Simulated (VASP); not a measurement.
# Ag (P-1) in VASP: settings compared, part 3 of 3

VASP 6.6.1. Earlier steps stand in the parts before.

## (6) Single point, PBEsol-based global hybrid with 25 % exact exchange

Contents of POSCAR:

```
Ag
1.0
   -1.6103805100      1.6535326600      1.6181576800
    1.6593070500     -1.6605473000      1.6740988600
    1.6393304800      1.6894972700     -1.6251723200
Ag
1
Direct
    0.0000000000      0.0000000000      0.0000000000
```

Contents of INCAR.step1:

```
SYSTEM = Ag
ALGO = Normal
EDIFF = 1E-5
ENCUT = 400
GGA = PE
GGA_COMPAT = .False.
ISIF = 2
ISMEAR = -1
LASPH = .True.
LCHARG = .False.
LREAL = .False.
LWAVE = .True.
NBANDS = 12
NELM = 120
PREC = Accurate
SIGMA = 0.05
```

Contents of INCAR.step2:

```
SYSTEM = Ag
AEXX = 0.25
ALGO = Normal
EDIFF = 1E-6
ENCUT = 400
GGA = PS
GGA_COMPAT = .False.
ISIF = 2
ISMEAR = -1
ISTART = 1
LASPH = .True.
LCHARG = .False.
LHFCALC = .True.
LREAL = .False.
LWAVE = .False.
NBANDS = 12
NELM = 120
PREC = Accurate
PRECFOCK = Normal
SIGMA = 0.05
```

Contents of KPOINTS:

```
k-points
0
Gamma
  6 6 6
  0 0 0
```

Potentials or basis: VASP PAW PBE potentials, release 64 (Ag).

Run with:

```bash
> cat potpaw_PBE.64/Ag/POTCAR > POTCAR
> cp INCAR.step1 INCAR
> mpirun -np 1 vasp_std > vasp.out
> cp INCAR.step2 INCAR
> mpirun -np 1 vasp_std > vasp.out
```

OUTCAR:

```text
SYSTEM = Ag
   AEXX = 0.25
   EDIFF = 1E-6
   ENCUT = 400
   GGA = PS
   ISIF = 2
   ISMEAR = -1
   ISTART = 1
   LASPH = .True.
   LHFCALC = .True.
   LREAL = .False.
   NELM = 120
   PREC = Accurate
   PRECFOCK = Normal

 ion  position               nearest neighbor table
   1  0.000  0.000  0.000-

  LATTYP: Found a triclinic cell.
 ALAT       =     8.1541336646
 B/A-ratio  =     0.3535977825
 C/A-ratio  =     0.5810057972
 COS(alpha) =     0.0005620897
 COS(beta)  =     0.2946861589
 COS(gamma) =     0.9417683507

  Lattice vectors:

 A1 = (   3.2896641300,  -6.6641245300,   3.3552123600)
 A2 = (   1.6593070500,  -1.6605473000,   1.6740988600)
 A3 = (  -3.3275875000,  -3.3719799000,  -0.0419119000)

Analysis of symmetry for initial positions (statically):
=====================================================================
 Subroutine PRICEL returns:
 Original cell was already a primitive cell.

 Routine SETGRP: Setting up the symmetry group for a
 triclinic supercell.

 Subroutine GETGRP returns: Found  2 space group operations
 (whereof  2 operations were pure point group operations)
 out of a pool of  2 trial point group operations.

The static configuration has the point symmetry S_2 .

Analysis of symmetry for dynamics (positions and initial velocities):
=====================================================================
 Subroutine PRICEL returns:
 Original cell was already a primitive cell.

 Routine SETGRP: Setting up the symmetry group for a
 triclinic supercell.

 Subroutine GETGRP returns: Found  2 space group operations
 (whereof  2 operations were pure point group operations)
 out of a pool of  2 trial point group operations.

The dynamic configuration has the point symmetry S_2 .

 Subroutine INISYM returns: Found  2 space group operations
[... 125 lines left out ...]
   NKREDY  =     1    reduce k-point grid by
   NKREDZ  =     1    reduce k-point grid by
   AEXX    =    0.2500 exact exchange contribution
   HFSCREEN=    0.0000 screening length (either q_TF or 0.3 A-1)
   HFSCREENC=   0.0000 screening length for correlation (either q_TF or 0.3 A-1)
   ENCUTFOCK=  -1.0 apply spherical cutoff to Coloumb kernel
   IVDW    =     0    specifies the selected vdW correction
   LEPSILON=     F    determine dielectric tensor
   LRPA    =     F    only Hartree local field effects (RPA)
 non-spin polarized calculation
  energy-cutoff  :      400.00
  volume of cell :       18.15
 maximum number of plane-waves:       344
  NGX = 14; NGY = 16; NGZ = 14

 number of electron      11.0000004 magnetization

 Free energy of the ion-electron system (eV)
  ---------------------------------------------------
  ext. energy  EPLUGINS =         0.00000000
  ---------------------------------------------------
  free energy    TOTEN  =        -3.34244017 eV

  energy without entropy =       -3.34171284  energy(sigma->0) =       -3.34207651

 E-fermi :   7.3446     XC(G=0):  -9.4261

 val. band max:        7.3443516021   @ k =  -0.0000   0.5000   0.3333
 cond. band min:       7.6495688587   @ k =   0.1667   0.5000  -0.0000
 fundamental gap:      0.3052172566
 Fermi energy:         7.3445546780

 k-point     1 :       0.0000    0.0000    0.0000
  band No.  band energies     occupation
      1      -1.3767      2.00000
      2       0.6958      2.00000
      3       0.8977      2.00000
      4       0.9978      2.00000
      5       2.0964      2.00000
      6       2.1678      2.00000
      7      26.0528      0.00000
      8      26.3273      0.00000
      9      26.7098      0.00000
     10      31.8555      0.00000
     11      32.1483      0.00000
     12      32.3117      0.00000
[... 331 lines left out ...]
 k-point    24 :       0.5000    0.0000    0.1667
  band No.  band energies     occupation
      1      -0.0689      2.00000
      2       0.3438      2.00000
      3       1.7288      2.00000
      4       2.0341      2.00000
      5       2.5772      2.00000
      6       7.9265      0.00002
      7      13.9361      0.00000
      8      19.0060      0.00000
      9      22.4968      0.00000
     10      28.2734      0.00000
     11      31.3911      0.00000
     12      33.2744      0.00000

 [... further k-points ...]

------------------------ aborting loop because EDIFF is reached ----------------------------------------

  FORCE on cell =-STRESS in cart. coord.  units (eV):
  Direction    XX          YY          ZZ          XY          YZ          ZX
  --------------------------------------------------------------------------------------
  -------------------------------------------------------------------------------------
  Total       -0.7605780     -0.6875497     -0.5971274      0.3333703      0.2470803      0.2958912
  in kB      -67.1501092    -60.7025705    -52.7193411     29.4326824     21.8142904     26.1237189
  external PRESSURE =     -60.1906736 kB  Pullay stress =       0.0000000 kB

 VOLUME and BASIS-vectors are now :
 -----------------------------------------------------------------------------
  energy-cutoff  :      400.00
  volume of cell :       18.15
      direct lattice vectors                 reciprocal lattice vectors
    -1.610380510  1.653532660  1.618157680    -0.007147690  0.299830639  0.304488093
     1.659307050 -1.660547300  1.674098860     0.298733347 -0.001958955  0.299299358
     1.639330480  1.689497270 -1.625172320     0.300610010  0.296518567 -0.003835617

 POSITION                                       TOTAL-FORCE (eV/Angst)
 -----------------------------------------------------------------------------------
      0.00000      0.00000      0.00000         0.000000      0.000000      0.000000
 -----------------------------------------------------------------------------------
    total drift:                               -0.000000     -0.000000      0.000000

  FREE ENERGIE OF THE ION-ELECTRON SYSTEM (eV)
  ---------------------------------------------------
  free  energy   TOTEN  =        -3.3424401673 eV

  energy  without entropy=       -3.3417128438  energy(sigma->0) =       -3.34207651
```

It took 53 min on 1 thread of AMD EPYC 7R43 (Zen 3), shared host; peak memory 0.11 GiB.

Results:

```yaml
Free_energy: -3.3424 eV
Pressure: -6.0 GPa
Band_gap_on_the_k_mesh: zero (an odd number of electrons rules out a gap without spin polarisation)
```

Caveat: the k points lie up to 0.45 Å⁻¹ apart, too coarse for converged energies and pressures of a metal; the PAW data sets were made with another functional, which shifts forces and pressure a little.

## (7) Single point, PBE0

POSCAR is that of step 6.

Contents of INCAR.step1:

```
ALGO = Normal ; EDIFF = 1E-5
ENCUT = 520 ; GGA = PE
ISIF = 2 ; ISMEAR = -1
LASPH = T ; LCHARG = F
LREAL = F ; LWAVE = T
NBANDS = 12 ; NELM = 80
PREC = Accurate ; SIGMA = 0.05
```

Contents of INCAR.step2:

```
AEXX = 0.25 ; ALGO = Normal
EDIFF = 1E-7 ; ENCUT = 520
GGA = PE ; ISIF = 2
ISMEAR = -1 ; ISTART = 1
LASPH = T ; LCHARG = F
LHFCALC = T ; LREAL = F
LWAVE = F ; NBANDS = 12
NELM = 80 ; PREC = Accurate
PRECFOCK = Normal ; SIGMA = 0.05
```

Contents of KPOINTS:

```
k-points
0
Gamma
  6 6 6
```

Potentials or basis: VASP PAW PBE potentials, release 64 (Ag).

Run with:

```bash
> cat potpaw_PBE.64/Ag/POTCAR > POTCAR
> cp INCAR.step1 INCAR
> mpirun -np 1 vasp_std > vasp.out
> cp INCAR.step2 INCAR
> mpirun -np 1 vasp_std > vasp.out
```

OUTCAR:

```text
AEXX = 0.25
   EDIFF = 1E-7
   ENCUT = 520
   GGA = PE
   ISIF = 2
   ISMEAR = -1
   ISTART = 1
   LASPH = T
   LHFCALC = T
   LREAL = F
   NELM = 80
   PREC = Accurate
   PRECFOCK = Normal

 ion  position               nearest neighbor table
   1  0.000  0.000  0.000-

  LATTYP: Found a triclinic cell.
 ALAT       =     8.1541336646
 B/A-ratio  =     0.3535977825
 C/A-ratio  =     0.5810057972
 COS(alpha) =     0.0005620897
 COS(beta)  =     0.2946861589
 COS(gamma) =     0.9417683507

  Lattice vectors:

 A1 = (   3.2896641300,  -6.6641245300,   3.3552123600)
 A2 = (   1.6593070500,  -1.6605473000,   1.6740988600)
 A3 = (  -3.3275875000,  -3.3719799000,  -0.0419119000)

Analysis of symmetry for initial positions (statically):
=====================================================================
 Subroutine PRICEL returns:
 Original cell was already a primitive cell.

 Routine SETGRP: Setting up the symmetry group for a
 triclinic supercell.

 Subroutine GETGRP returns: Found  2 space group operations
 (whereof  2 operations were pure point group operations)
 out of a pool of  2 trial point group operations.

The static configuration has the point symmetry S_2 .

Analysis of symmetry for dynamics (positions and initial velocities):
=====================================================================
 Subroutine PRICEL returns:
 Original cell was already a primitive cell.

 Routine SETGRP: Setting up the symmetry group for a
 triclinic supercell.

 Subroutine GETGRP returns: Found  2 space group operations
 (whereof  2 operations were pure point group operations)
 out of a pool of  2 trial point group operations.

The dynamic configuration has the point symmetry S_2 .

 Subroutine INISYM returns: Found  2 space group operations
 (whereof  2 operations are pure point group operations),
 and found     1 'primitive' translations

[... 123 lines left out ...]
   NKREDZ  =     1    reduce k-point grid by
   AEXX    =    0.2500 exact exchange contribution
   HFSCREEN=    0.0000 screening length (either q_TF or 0.3 A-1)
   HFSCREENC=   0.0000 screening length for correlation (either q_TF or 0.3 A-1)
   ENCUTFOCK=  -1.0 apply spherical cutoff to Coloumb kernel
   IVDW    =     0    specifies the selected vdW correction
   LEPSILON=     F    determine dielectric tensor
   LRPA    =     F    only Hartree local field effects (RPA)
 non-spin polarized calculation
  energy-cutoff  :      520.00
  volume of cell :       18.15
 maximum number of plane-waves:       499
 NGX is ok and might be reduce to    24
  NGX = 16; NGY = 18; NGZ = 16

 number of electron      11.0000000 magnetization

 Free energy of the ion-electron system (eV)
  ---------------------------------------------------
  ext. energy  EPLUGINS =         0.00000000
  ---------------------------------------------------
  free energy    TOTEN  =        -2.95544526 eV

  energy without entropy =       -2.95535268  energy(sigma->0) =       -2.95539897

 E-fermi :   7.5227     XC(G=0):  -9.2712

 val. band max:        7.2344624422   @ k =  -0.0000   0.5000   0.5000
 cond. band min:       7.8255365987   @ k =   0.1667   0.5000  -0.0000
 fundamental gap:      0.5910741565
 Fermi energy:         7.5226753043

 k-point     1 :       0.0000    0.0000    0.0000
  band No.  band energies     occupation
      1      -1.1731      2.00000
      2       0.8359      2.00000
      3       1.0406      2.00000
      4       1.1359      2.00000
      5       2.2270      2.00000
      6       2.2965      2.00000
      7      26.2213      0.00000
      8      26.4975      0.00000
      9      26.8820      0.00000
     10      32.0797      0.00000
     11      32.3731      0.00000
     12      32.4696      0.00000
[... 331 lines left out ...]
 k-point    24 :       0.5000    0.0000    0.1667
  band No.  band energies     occupation
      1       0.0820      2.00000
      2       0.4899      2.00000
      3       1.8726      2.00000
      4       2.1699      2.00000
      5       2.7087      2.00000
      6       8.1381      0.00001
      7      14.1380      0.00000
      8      19.1961      0.00000
      9      22.6930      0.00000
     10      28.4432      0.00000
     11      31.5696      0.00000
     12      33.4592      0.00000

 [... further k-points ...]

------------------------ aborting loop because EDIFF is reached ----------------------------------------

  FORCE on cell =-STRESS in cart. coord.  units (eV):
  Direction    XX          YY          ZZ          XY          YZ          ZX
  --------------------------------------------------------------------------------------
  -------------------------------------------------------------------------------------
  Total       -0.1576894     -0.1223429      0.0033983      0.3145324      0.1441880      0.3166055
  in kB      -13.9221221    -10.8014421      0.3000272     27.7695170     12.7301077     27.9525501
  external PRESSURE =      -8.1411790 kB  Pullay stress =       0.0000000 kB

 VOLUME and BASIS-vectors are now :
 -----------------------------------------------------------------------------
  energy-cutoff  :      520.00
  volume of cell :       18.15
      direct lattice vectors                 reciprocal lattice vectors
    -1.610380510  1.653532660  1.618157680    -0.007147690  0.299830639  0.304488093
     1.659307050 -1.660547300  1.674098860     0.298733347 -0.001958955  0.299299358
     1.639330480  1.689497270 -1.625172320     0.300610010  0.296518567 -0.003835617

 POSITION                                       TOTAL-FORCE (eV/Angst)
 -----------------------------------------------------------------------------------
      0.00000      0.00000      0.00000         0.000000      0.000000     -0.000000
 -----------------------------------------------------------------------------------
    total drift:                               -0.000000      0.000000      0.000000

  FREE ENERGIE OF THE ION-ELECTRON SYSTEM (eV)
  ---------------------------------------------------
  free  energy   TOTEN  =        -2.9554452584 eV

  energy  without entropy=       -2.9553526847  energy(sigma->0) =       -2.95539897
```

OUTCAR.step1:

```text
EDIFF = 1E-5
   ENCUT = 520
   GGA = PE
   ISIF = 2
   ISMEAR = -1
   LASPH = T
[... 580 lines left out ...]

 POSITION                                       TOTAL-FORCE (eV/Angst)
 -----------------------------------------------------------------------------------
      0.00000      0.00000      0.00000         0.000000      0.000000      0.000000
 -----------------------------------------------------------------------------------
    total drift:                                0.000000      0.000000      0.000000

  FREE ENERGIE OF THE ION-ELECTRON SYSTEM (eV)
  ---------------------------------------------------
  free  energy   TOTEN  =        -2.6053005914 eV

  energy  without entropy=       -2.5947864450  energy(sigma->0) =       -2.60004352
```

OSZICAR.step1:

```text
N       E                     dE             d eps       ncg     rms          rms(c)
DAV:   1     0.516023288126E+02    0.51602E+02   -0.54425E+03  2712   0.818E+02
DAV:   2    -0.204227573700E+01   -0.53645E+02   -0.50503E+02  3140   0.192E+02
DAV:   3    -0.284502617110E+01   -0.80275E+00   -0.80210E+00  3112   0.247E+01
DAV:   4    -0.284755600357E+01   -0.25298E-02   -0.25297E-02  3060   0.146E+00
DAV:   5    -0.284757716663E+01   -0.21163E-04   -0.21163E-04  3128   0.120E-01    0.452E+00
DAV:   6    -0.261352040921E+01    0.23406E+00   -0.98061E-01  2932   0.868E+00    0.308E+00
DAV:   7    -0.260776347252E+01    0.57569E-02   -0.52803E-03  2912   0.720E-01    0.177E+00
DAV:   8    -0.260528474325E+01    0.24787E-02   -0.78306E-04  2984   0.224E-01    0.644E-02
DAV:   9    -0.260529535062E+01   -0.10607E-04   -0.10619E-05  2700   0.311E-02    0.227E-02
DAV:  10    -0.260530059141E+01   -0.52408E-05   -0.37334E-06  1668   0.192E-02
   1 F= -.26053006E+01 E0= -.26000435E+01  d E =-.105141E-01
```

Run time: 1.5 h. Hardware: 1 thread of Oxide Virtual Turin-like, shared host; peak memory 0.14 GiB.

What came out:

* Free energy: -2.9554 eV
* Pressure: -0.8 GPa
* Band gap on the k mesh: zero (an odd number of electrons rules out a gap without spin polarisation)

Caveat: the k points lie up to 0.45 Å⁻¹ apart, too coarse for converged energies and pressures of a metal; the PAW data sets were made with another functional, which shifts forces and pressure a little.

## (8) Summary

| level | k mesh | cutoff (eV) | smearing | grid for exact exchange (PRECFOCK) | share of exact exchange | screening parameter | gap on the mesh (eV) | pressure (GPa) |
| --- | --- | --- | --- | --- | --- | --- | --- | --- |
| PBEsol | 13 × 13 × 13 | 520 | methfessel-paxton 0.1 eV | - | - | - | none | -7.3 |
| PBEsol | 15 × 15 × 15 | 520 | methfessel-paxton 0.1 eV | - | - | - | none | -7.3 |
| PBEsol | 18 × 18 × 18 | 520 | methfessel-paxton 0.1 eV | - | - | - | none | -7.2 |
| PBE-based screened hybrid with 25 % exact exchange | 6 × 6 × 6 | 400 | fermi-dirac 0.05 eV | Normal | 0.25 | 0.3 1/Å | none | -0.7 |
| PBEsol-based global hybrid with 25 % exact exchange | 6 × 6 × 6 | 400 | fermi-dirac 0.05 eV | Normal | 0.25 | - | none | -6.0 |
| PBE0 | 6 × 6 × 6 | 520 | fermi-dirac 0.05 eV | Normal | 0.25 | - | none | -0.8 |

Alike in all rows: task single point; potentials or basis VASP PAW PBE potentials, release 64 (Ag); no spin polarisation; cell as given.

Caveats: some runs use coarse meshes; the PAW data sets were made with another functional, which shifts forces and pressure a little; the cell stands under tension (at least some runs).

Absolute energies hang on the potentials; compare differences alone.

The gap in the log of VASP goes by the Fermi energy; the results here count the filled bands.